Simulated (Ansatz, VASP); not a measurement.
**One calculation of Ir, two programs**

File INCAR:

```
SYSTEM = Ir
ALGO     = Normal         ! electronic algorithm
EDIFF    = 1E-6           ! SCF threshold, eV
ENCUT    = 520            ! plane-wave cutoff, eV
GGA      = CA             ! functional
ISIF     = 2              ! what is computed and relaxed
ISMEAR   = -1             ! smearing method
ISPIN    = 2              ! spin polarisation
LASPH    = .True.         ! aspherical terms in the spheres
LCHARG   = .False.        ! write CHGCAR
LMAXMIX  = 4              ! l up to which the mixer works
LORBIT   = 11             ! projections on sites
LREAL    = .False.        ! projectors in reciprocal space
LWAVE    = .False.        ! write WAVECAR
MAGMOM   = 1              ! initial moments
NBANDS   = 14             ! bands
NELM     = 150            ! most SCF steps
PREC     = Accurate       ! precision mode
SIGMA    = 0.05           ! smearing width, eV
```

KPOINTS

```
k-points
0
Gamma
  23 23 23
  0 0 0
```

File POSCAR:

```
Ir
1.0
    0.0000000000      1.8263238742      1.8263238742
    1.8263238742      0.0000000000      1.8263238742
    1.8263238742      1.8263238742      0.0000000000
Ir
1
Direct
    0.0000000000      0.0000000000      0.0000000000
```

Input for Ansatz:

```yaml
crystal:
  lattice:
    - [0.0, 1.8263238742, 1.8263238742]
    - [1.8263238742, 0.0, 1.8263238742]
    - [1.8263238742, 1.8263238742, 0.0]
  atoms:
    - { symbol: Ir, position: [0.0, 0.0, 0.0], spin: 1.0 }
hamiltonian:
  xc: lda
  pseudopotentials:
    kind: paw
    azcp:
      Ir: "pseudopotentials/Ir.paw.azcp"
basis:
  ecutwfc: 420
  fft_grid_basis: typed
kpoints:
  mp_grid: { grid: [23, 23, 23], shift: [0, 0, 0] }
magnetization:
  spin_polarized: true
scf:
  occupations: { method: fermi_dirac, width: 0.05 }
output:
  stress: true
```

Alike in both runs: task single point; functional LDA; k mesh 23 × 23 × 23; occupations fermi-dirac, width 0.05 eV; collinear spin.

|  | VASP | Ansatz |
| --- | --- | --- |
| version | VASP 6.6.1 | Ansatz 0.2.0 |
| potentials or method | VASP PAW LDA potentials, release 64 (Ir), cutoff 520 eV | plane waves (420 eV) with PAW, scalar-relativistic |
| valence electrons in the cell | 9 | 17 |

|  | VASP | Ansatz | Ansatz less VASP |
| --- | --- | --- | --- |
| net moment per atom (μB) | 0.00 | 0.00 | 0.000 |

Ansatz warns that its potentials were made for another functional, while VASP's fit it. LDA's correlation is that of Perdew and Zunger in VASP and of Perdew and Wang (1992) in Ansatz. VASP's potentials hold 9 valence electrons a cell and Ansatz's 17, so a difference there can come from the potentials and not from the codes. Ansatz's warnings: seeded moment not kept.

Spin-orbit coupling is off throughout.
